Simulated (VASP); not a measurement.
# Ca2Zn (P4_2/mnm) in VASP: further runs

Ca2Zn is run at these levels: LDA; tasks: single point.

Program: VASP 6.6.1. These are calculated values, not measurements. Logs are shortened: lines on timing, memory, paths and dates and some standing lists are left out, and cuts for length are marked.

## 1. The cell of the first run

Symmetry: P4_2/mnm, No. 136, tetragonal system. Conventional cell: a = 7.254 Å, b = 7.254 Å, c = 3.840 Å, α = 90.00°, β = 90.00°, γ = 90.00°. Ca (site symmetry m2m) has 3 Zn at 2.89 to 2.95 Å and 2 Ca at 3.84 Å within 3.9 Å. Within 3.9 Å of Zn (site symmetry mmm) lie 6 Ca at 2.89 to 2.95 Å and 2 Zn at 3.84 Å.

## 2. Single point, LDA

INCAR reads:

```
PREC     = Accurate       # precision mode
ENCUT    = 520            # plane-wave cutoff, eV
EDIFF    = 1E-6           # SCF threshold, eV
ISMEAR   = -1             # smearing method
SIGMA    = 0.05           # smearing width, eV
LREAL    = False          # projectors in reciprocal space
LASPH    = True           # aspherical terms in the spheres
NELM     = 100            # most SCF steps
ALGO     = Normal         # electronic algorithm
ISIF     = 2              # what is computed and relaxed
LWAVE    = False          # write WAVECAR
LCHARG   = False          # write CHGCAR
NBANDS   = 41             # bands
```

KPOINTS reads:

```
Automatic mesh
0
Gamma
  3 3 6
```

POSCAR reads:

```
Ca2Zn
1.0
    7.2540440345      0.0000000000      0.0000000000
    0.0000000000      7.2540440345      0.0000000000
    0.0000000000      0.0000000000      3.8401502697
Ca Zn
4 2
Direct
    0.2821600000      0.2821600000      0.0000000000
    0.7178400000      0.7178400000      0.0000000000
    0.2178400000      0.7821600000      0.5000000000
    0.7821600000      0.2178400000      0.5000000000
    0.0000000000      0.0000000000      0.0000000000
    0.5000000000      0.5000000000      0.5000000000
```

Potentials or basis: VASP PAW LDA potentials, release 64 (Ca_sv, Zn).

On the command line:

```sh
$ cat potpaw_LDA.64/Ca_sv/POTCAR potpaw_LDA.64/Zn/POTCAR > POTCAR
$ mpirun -np 1 vasp_std > vasp.out
```

OUTCAR:

```text
PREC = Accurate
   ENCUT = 520
   EDIFF = 1E-6
   ISMEAR = -1
   LREAL = False
   LASPH = True
   NELM = 100
   ISIF = 2

 ion  position               nearest neighbor table
   1  0.282  0.282  0.000-   5 2.89   6 2.95   6 2.95
   2  0.718  0.718  0.000-   5 2.89   6 2.95   6 2.95
   3  0.218  0.782  0.500-   6 2.89   5 2.95   5 2.95
   4  0.782  0.218  0.500-   6 2.89   5 2.95   5 2.95
   5  0.000  0.000  0.000-   1 2.89   2 2.89   3 2.95   4 2.95   3 2.95   4 2.95
   6  0.500  0.500  0.500-   3 2.89   4 2.89   1 2.95   2 2.95   1 2.95   2 2.95

  LATTYP: Found a simple tetragonal cell.
 ALAT       =     7.2540440345
 C/A-ratio  =     0.5293806119

  Lattice vectors:

 A1 = (   7.2540440345,   0.0000000000,   0.0000000000)
 A2 = (   0.0000000000,   7.2540440345,   0.0000000000)
 A3 = (   0.0000000000,   0.0000000000,   3.8401502697)

Analysis of symmetry for initial positions (statically):
=====================================================================
 Subroutine PRICEL returns:
 Original cell was already a primitive cell.

 Routine SETGRP: Setting up the symmetry group for a
 simple tetragonal supercell.

 Subroutine GETGRP returns: Found 16 space group operations
 (whereof  8 operations were pure point group operations)
 out of a pool of 16 trial point group operations.

The static configuration has the point symmetry D_2h.
 The point group associated with its full space group is D_4h.

Analysis of symmetry for dynamics (positions and initial velocities):
=====================================================================
 Subroutine PRICEL returns:
 Original cell was already a primitive cell.

 Routine SETGRP: Setting up the symmetry group for a
 simple tetragonal supercell.

 Subroutine GETGRP returns: Found 16 space group operations
 (whereof  8 operations were pure point group operations)
 out of a pool of 16 trial point group operations.

The dynamic configuration has the point symmetry D_2h.
 The point group associated with its full space group is D_4h.

 Subroutine INISYM returns: Found 16 space group operations
 (whereof  8 operations are pure point group operations),
 and found     1 'primitive' translations

----------------------------------------------------------------------------------------

                                     Primitive cell

  volume of cell :     202.0731

  direct lattice vectors                    reciprocal lattice vectors
     7.254044034  0.000000000  0.000000000     0.137854140  0.000000000  0.000000000
     0.000000000  7.254044034  0.000000000     0.000000000  0.137854140  0.000000000
     0.000000000  0.000000000  3.840150270     0.000000000  0.000000000  0.260406476

  length of vectors
     7.254044034  7.254044034  3.840150270     0.137854140  0.137854140  0.260406476

  position of ions in fractional coordinates (direct lattice)
     0.282160000  0.282160000  0.000000000
     0.717840000  0.717840000  0.000000000
     0.217840000  0.782160000  0.500000000
     0.782160000  0.217840000  0.500000000
     0.000000000  0.000000000  0.000000000
     0.500000000  0.500000000  0.500000000

  ion indices of the primitive-cell ions
   primitive index   ion index
                 1           1
                 2           2
                 3           3
                 4           4
                 5           5
                 6           6

----------------------------------------------------------------------------------------

 KPOINTS: Automatic mesh

Automatic generation of k-mesh.
 Grid dimensions read from file:
 generate k-points for:    3    3    6

 Generating k-lattice:

  Cartesian coordinates                     Fractional coordinates (reciprocal lattice)
     0.045951380  0.000000000  0.000000000     0.333333333  0.000000000  0.000000000
     0.000000000  0.045951380  0.000000000     0.000000000  0.333333333  0.000000000
     0.000000000  0.000000000  0.043401079     0.000000000  0.000000000  0.166666667

  Length of vectors
     0.045951380  0.045951380  0.043401079

  Shift w.r.t. Gamma in fractional coordinates (k-lattice)
     0.000000000  0.000000000  0.000000000

 Subroutine IBZKPT returns following result:
 ===========================================

 Found     12 irreducible k-points:

 Following reciprocal coordinates:
            Coordinates               Weight
  0.000000  0.000000  0.000000      1.000000
  0.333333  0.000000  0.000000      4.000000
  0.333333  0.333333  0.000000      4.000000
  0.000000  0.000000  0.166667      2.000000
  0.333333  0.000000  0.166667      8.000000
  0.333333  0.333333  0.166667      8.000000
  0.000000  0.000000  0.333333      2.000000
  0.333333  0.000000  0.333333      8.000000
  0.333333  0.333333  0.333333      8.000000
  0.000000  0.000000  0.500000      1.000000
  0.333333  0.000000  0.500000      4.000000
  0.333333  0.333333  0.500000      4.000000
   k-points           NKPTS =     12   k-points in BZ     NKDIM =     12   number of bands    NBANDS=     41
   number of dos      NEDOS =    301   number of ions     NIONS =      6
   total plane-waves  NPLWV =  87480
   dimension x,y,z NGX =    54 NGY =   54 NGZ =   30
   dimension x,y,z NGXF=   108 NGYF=  108 NGZF=   60
   ions per type =               4   2
   NGX,Y,Z   is equivalent  to a cutoff of  12.38, 12.38, 12.99 a.u.
   NGXF,Y,Z  is equivalent  to a cutoff of  24.75, 24.75, 25.97 a.u.
 SYSTEM =  unknown system
   PREC   = accura    normal or accurate (medium, high low for compatibility)
   ISTART =      0    job   : 0-new  1-cont  2-samecut
   ICHARG =      2    charge: 1-file 2-atom 10-const
   ISPIN  =      1    spin polarized calculation?
   LNONCOLLINEAR =      F non collinear calculations
   LSORBIT =      F    spin-orbit coupling
   LASPH  =      T    aspherical Exc in radial PAW
   ENCUT  =  520.0 eV  38.22 Ry    6.18 a.u.  13.49 13.49  7.14*2*pi/ulx,y,z
   NELM   =    100;   NELMIN=  2; NELMDL= -5     # of ELM steps
   EDIFF  = 0.1E-05   stopping-criterion for ELM
   LREAL  =      F    real-space projection
   EDIFFG = 0.1E-04   stopping-criterion for IOM
   NSW    =      0    number of steps for IOM
   IBRION =     -1    ionic relax: 0-MD 1-quasi-New 2-CG
   NFREE  =      0    steps in history (QN), initial steepest desc. (CG)
   ISIF   =      2    stress and relaxation
   ISYM   =      2    0-nonsym 1-usesym 2-fastsym
   POTIM  = 0.5000    time-step for ionic-motion
   TEBEG  =    0.0;   TEEND  =   0.0 temperature during run
   PSTRESS=    0.0 pullay stress
   NELECT =      64.0000    total number of electrons
   NUPDOWN=      -1.0000    fix difference up-down
   EMIN   =  10.00;   EMAX   =-10.00  energy-range for DOS
   EFERMI =   0.00;   METHOD = LEGACY
   ISMEAR =    -1;   SIGMA  =   0.05  broadening in eV -4-tet -1-fermi 0-gaus
   EFERMI_NEDOS =   21; number of points for ismear=-14 and -15
   IALGO  =     38    algorithm
   IMIX   =      4    mixing-type and parameters
     AMIX     =   0.40;   BMIX     =  1.00
     AMIX_MAG =   1.60;   BMIX_MAG =  1.00
  volume/ion in A,a.u.               =      33.68       227.28
  Fermi-wavevector in a.u.,A,eV,Ry     =   1.115917  2.108778 16.942942  1.245271
  Thomas-Fermi vector in A             =   2.252526
   LORBIT       =      0    0 simple, 1 ext, 2 COOP (PROOUT), +10 PAW based schemes
   GGA     = CA    functional components
   LHFCALC =     F    Hartree Fock is set to
   AEXX    =    0.0000 exact exchange contribution
   IVDW    =     0    specifies the selected vdW correction
   LEPSILON=     F    determine dielectric tensor
   LRPA    =     F    only Hartree local field effects (RPA)
 non-spin polarized calculation
  energy-cutoff  :      520.00
  volume of cell :      202.07
 maximum number of plane-waves:      5486
 NGX is ok and might be reduce to    54
   NGX = 27   NGY = 27   NGZ = 15

 number of electron      64.0000034 magnetization

 Free energy of the ion-electron system (eV)
  ---------------------------------------------------
  ext. energy  EPLUGINS =         0.00000000
  ---------------------------------------------------
  free energy    TOTEN  =       -12.57714061 eV

  energy without entropy =      -12.52369985  energy(sigma->0) =      -12.55042023

 E-fermi :   1.6617     XC(G=0):  -8.4330

 val. band max:        1.6112680295   @ k =   0.3333   0.0000   0.5000
 cond. band min:       1.6631819097   @ k =   0.3333   0.0000   0.3333
 fundamental gap:      0.0519138802
 Fermi energy:         1.6616653118

 k-point     1 :       0.0000    0.0000    0.0000
  band No.  band energies     occupation
      1     -39.5691      2.00000
      2     -39.5636      2.00000
      3     -39.5636      2.00000
      4     -39.5594      2.00000
      5     -20.9462      2.00000
      6     -20.9194      2.00000
[... 33 lines left out ...]
     40       4.0837      0.00000
     41       4.5086      0.00000

 k-point     2 :       0.3333    0.0000    0.0000
  band No.  band energies     occupation
      1     -39.5677      2.00000
      2     -39.5650      2.00000
      3     -39.5626      2.00000
      4     -39.5604      2.00000
      5     -20.9381      2.00000
      6     -20.9252      2.00000
[... 33 lines left out ...]
     40       3.9598      0.00000
     41       4.1099      0.00000

 k-point     3 :       0.3333    0.3333    0.0000
  band No.  band energies     occupation
      1     -39.5664      2.00000
      2     -39.5640      2.00000
      3     -39.5637      2.00000
      4     -39.5616      2.00000
      5     -20.9282      2.00000
      6     -20.9154      2.00000
[... 33 lines left out ...]
     40       3.8705      0.00000
     41       3.9956      0.00000

 k-point     4 :       0.0000    0.0000    0.1667
  band No.  band energies     occupation
      1     -39.5668      2.00000
      2     -39.5620      2.00000
      3     -39.5620      2.00000
      4     -39.5584      2.00000
      5     -20.9390      2.00000
      6     -20.9146      2.00000
[... 297 lines left out ...]
     40       2.9139      0.00000
     41       4.0487      0.00000

 k-point    11 :       0.3333    0.0000    0.5000
  band No.  band energies     occupation
      1     -39.5577      2.00000
      2     -39.5577      2.00000
      3     -39.5573      2.00000
      4     -39.5573      2.00000
      5     -20.9252      2.00000
      6     -20.9252      2.00000
[... 33 lines left out ...]
     40       3.2711      0.00000
     41       4.5133      0.00000

 k-point    12 :       0.3333    0.3333    0.5000
  band No.  band energies     occupation
      1     -39.5577      2.00000
      2     -39.5577      2.00000
      3     -39.5574      2.00000
      4     -39.5573      2.00000
      5     -20.9326      2.00000
      6     -20.9316      2.00000
[... 33 lines left out ...]
     40       3.7845      0.00000
     41       3.9766      0.00000

------------------------ aborting loop because EDIFF is reached ----------------------------------------

  FORCE on cell =-STRESS in cart. coord.  units (eV):
  Direction    XX          YY          ZZ          XY          YZ          ZX
  --------------------------------------------------------------------------------------
  -------------------------------------------------------------------------------------
  Total       -1.2869420     -1.2869420      0.4079726      0.0000000      0.0000000      0.0000000
  in kB      -10.2037768    -10.2037768      3.2346923      0.0000000      0.0000000      0.0000000
  external PRESSURE =      -5.7242871 kB  Pullay stress =       0.0000000 kB

 VOLUME and BASIS-vectors are now :
 -----------------------------------------------------------------------------
  energy-cutoff  :      520.00
  volume of cell :      202.07
      direct lattice vectors                 reciprocal lattice vectors
     7.254044034  0.000000000  0.000000000     0.137854140  0.000000000  0.000000000
     0.000000000  7.254044034  0.000000000     0.000000000  0.137854140  0.000000000
     0.000000000  0.000000000  3.840150270     0.000000000  0.000000000  0.260406476

 POSITION                                       TOTAL-FORCE (eV/Angst)
 -----------------------------------------------------------------------------------
      2.04680      2.04680      0.00000         0.003111      0.003111      0.000000
      5.20724      5.20724      0.00000        -0.003111     -0.003111     -0.000000
      1.58022      5.67382      1.92008        -0.003111      0.003111      0.000000
      5.67382      1.58022      1.92008         0.003111     -0.003111     -0.000000
      0.00000      0.00000      0.00000         0.000000     -0.000000      0.000000
      3.62702      3.62702      1.92008         0.000000     -0.000000      0.000000
 -----------------------------------------------------------------------------------
    total drift:                                0.000000      0.000000      0.000000

  FREE ENERGIE OF THE ION-ELECTRON SYSTEM (eV)
  ---------------------------------------------------
  free  energy   TOTEN  =       -12.5771406122 eV

  energy  without entropy=      -12.5236998469  energy(sigma->0) =      -12.55042023
```

Wall time 3.3 min (1 thread of Intel Xeon 8259CL, shared host); peak memory 0.24 GiB.

Results:

- Free energy: -12.5771 eV
- Pressure: -0.6 GPa
- Largest force: 0.004 eV/Å
- Band gap on the k mesh: zero (bands 32 and 33 overlap by 0.25 eV)

Forces in eV/Å, atoms in the order of the input:
```
Ca   0.003  0.003  0.000
Ca  -0.003 -0.003  0.000
Ca  -0.003  0.003  0.000
Ca   0.003 -0.003  0.000
Zn   0.000  0.000  0.000
Zn   0.000  0.000  0.000
```

## 3. Single point, LDA

This run uses another cell than the first one, of 34.66 Å³/atom.

INCAR reads:

```
SYSTEM = Ca2Zn
PREC = Accurate ; ENCUT = 520
EDIFF = 1E-6 ; ISMEAR = -1
SIGMA = 0.05 ; LREAL = .False.
LASPH = .True. ; NELM = 60
ALGO = Normal ; ISIF = 2
LWAVE = .False. ; LCHARG = .False.
GGA = CA ; NBANDS = 41
```

KPOINTS reads:

```
regular mesh
0
Gamma
  3 3 6
  0 0 0
```

POSCAR, as its differences from that of step 2:

```diff
@@ -2,5 +2,5 @@
 1.0
-    7.2540440345      0.0000000000      0.0000000000
-    0.0000000000      7.2540440345      0.0000000000
-    0.0000000000      0.0000000000      3.8401502697
+    7.3234649419      0.0000000000      0.0000000000
+    0.0000000000      7.3234649419      0.0000000000
+    0.0000000000      0.0000000000      3.8769003521
 Ca Zn
```

Potentials or basis: VASP PAW LDA potentials, release 64 (Ca_sv, Zn).

On the command line:

```sh
$ cat potpaw_LDA.64/Ca_sv/POTCAR potpaw_LDA.64/Zn/POTCAR > POTCAR
$ mpirun -np 1 vasp_std > vasp.out
```

It took 3.5 min on 1 thread of Intel Xeon 8259CL, shared host; peak memory 0.24 GiB.

Results (log left out):

```yaml
Free_energy: -12.5450 eV
Pressure: -1.2 GPa
Largest_force: 0.023 eV/Å
Band_gap_on_the_k_mesh: zero (bands 32 and 33 overlap by 0.26 eV)
```

Forces on the atoms (eV/Å):
```
Ca   0.016  0.016  0.000
Ca  -0.016 -0.016  0.000
Ca  -0.016  0.016  0.000
Ca   0.016 -0.016  0.000
Zn   0.000  0.000  0.000
Zn   0.000  0.000  0.000
```

Stress tensor (GPa, compression positive):
```
-1.68  0.00  0.00
 0.00 -1.68  0.00
 0.00  0.00 -0.34
```

Levels at points of the mesh, in eV from the Fermi level:
```
           k point  band 30  band 31  band 32  band 33  band 34  band 35
(0.00, 0.00, 0.00)    -1.98    -0.81    -0.29     0.21     0.21     0.55
(0.00, 0.00, 0.50)    -1.39     0.03     0.03     0.25     0.25     0.66
```

## 4. Single point, LDA

This run uses another cell than the first one, of 35.63 Å³/atom.

INCAR reads:

```
SYSTEM = Ca2Zn
PREC = Accurate
ENCUT = 520
EDIFF = 1E-6
ISMEAR = -1
SIGMA = 0.05
LREAL = .False.
LASPH = .True.
NELM = 80
ALGO = Normal
ISIF = 2
LWAVE = .False.
LCHARG = .False.
GGA = CA
NBANDS = 41
```

KPOINTS reads:

```
Automatic mesh
0
Gamma
  3 3 6
  0 0 0
```

POSCAR, as its differences from that of step 3:

```diff
@@ -2,5 +2,5 @@
 1.0
-    7.3234649419      0.0000000000      0.0000000000
-    0.0000000000      7.3234649419      0.0000000000
-    0.0000000000      0.0000000000      3.8769003521
+    7.3915941095      0.0000000000      0.0000000000
+    0.0000000000      7.3915941095      0.0000000000
+    0.0000000000      0.0000000000      3.9129666125
 Ca Zn
```

On the command line:

```sh
$ cat potpaw_LDA.64/Ca_sv/POTCAR potpaw_LDA.64/Zn/POTCAR > POTCAR
$ mpirun -np 1 vasp_std > vasp.out
```

Run time: 3.4 min. Hardware: 1 thread of Intel Xeon 8259CL, shared host; peak memory 0.25 GiB.

It converged, with:

```yaml
Free_energy: -12.4903 eV
Pressure: -1.8 GPa
Largest_force: 0.040 eV/Å
Band_gap_on_the_k_mesh: zero (bands 32 and 33 overlap by 0.27 eV)
```

Forces on the atoms (eV/Å):
```
Ca   0.028  0.028  0.000
Ca  -0.028 -0.028  0.000
Ca  -0.028  0.028  0.000
Ca   0.028 -0.028  0.000
Zn   0.000  0.000  0.000
Zn   0.000  0.000  0.000
```

Stress tensor (GPa, compression positive):
```
-2.25  0.00  0.00
 0.00 -2.25  0.00
 0.00  0.00 -0.93
```

Levels at points of the mesh, in eV from the Fermi level:
```
           k point  band 30  band 31  band 32  band 33  band 34  band 35
(0.00, 0.00, 0.00)    -1.96    -0.79    -0.29     0.20     0.20     0.55
(0.00, 0.00, 0.50)    -1.36     0.02     0.02     0.24     0.24     0.67
```

## 5. Single point, LDA

This run uses another cell than the first one, of 36.61 Å³/atom.

INCAR reads:

```
  PREC = Accurate
  ENCUT = 520
  EDIFF = 1E-6
  ISMEAR = -1
  SIGMA = 0.05
  LREAL = F
  LASPH = T
  NELM = 80
  ALGO = Normal
  ISIF = 2
  LWAVE = F
  LCHARG = F
  NBANDS = 41
```

KPOINTS reads:

```
Automatic mesh
0
Gamma
  3 3 6
```

POSCAR, as its differences from that of step 4:

```diff
@@ -2,5 +2,5 @@
 1.0
-    7.3915941095      0.0000000000      0.0000000000
-    0.0000000000      7.3915941095      0.0000000000
-    0.0000000000      0.0000000000      3.9129666125
+    7.4584900000      0.0000000000      0.0000000000
+    0.0000000000      7.4584900000      0.0000000000
+    0.0000000000      0.0000000000      3.9483800000
 Ca Zn
```

On the command line:

```sh
$ cat potpaw_LDA.64/Ca_sv/POTCAR potpaw_LDA.64/Zn/POTCAR > POTCAR
$ mpirun -np 1 vasp_std > vasp.out
```

It took 3.5 min on 1 thread of Intel Xeon 8259CL, shared host; peak memory 0.25 GiB.

The run converged. Its results:

- Free energy: -12.4160 eV
- Pressure: -2.3 GPa
- Largest force: 0.055 eV/Å
- Band gap on the k mesh: zero (bands 32 and 33 overlap by 0.27 eV)

Forces on the atoms (eV/Å):
```
Ca   0.039  0.039  0.000
Ca  -0.039 -0.039  0.000
Ca  -0.039  0.039  0.000
Ca   0.039 -0.039  0.000
Zn   0.000  0.000  0.000
Zn   0.000  0.000  0.000
```

Stress tensor (GPa, compression positive):
```
-2.74  0.00  0.00
 0.00 -2.74  0.00
 0.00  0.00 -1.44
```

Levels at points of the mesh, in eV from the Fermi level:
| k point | band 29 | band 30 | band 31 | band 32 | band 33 | band 34 | band 35 | band 36 |
| --- | --- | --- | --- | --- | --- | --- | --- | --- |
| (0.00, 0.00, 0.00) | -1.93 | -1.93 | -0.78 | -0.28 | 0.19 | 0.19 | 0.55 | 1.52 |
| (0.00, 0.00, 0.50) | -1.34 | -1.34 | 0.02 | 0.02 | 0.23 | 0.23 | 0.67 | 0.67 |

## 6. Summary

```csv
cell,gap on the mesh (eV),pressure (GPa),largest force (eV/Å)
"a = 7.254, b = 7.254, c = 3.840 Å, 6 atoms",none,-0.6,-
"a = 7.323, b = 7.323, c = 3.877 Å, 6 atoms",none,-1.2,0.02
"a = 7.392, b = 7.392, c = 3.913 Å, 6 atoms",none,-1.8,0.04
"a = 7.458, b = 7.458, c = 3.948 Å, 6 atoms",none,-2.3,0.05
```

Alike in all rows: task single point; level LDA; potentials or basis VASP PAW LDA potentials, release 64 (Ca_sv, Zn); no spin polarisation; k mesh 3 × 3 × 6; cutoff (eV) 520; smearing fermi-dirac 0.05 eV.

Total energies depend on the potentials used, so only differences within one code and one set of settings carry meaning.

The gap in the log of VASP goes by the Fermi energy; the results here count the filled bands.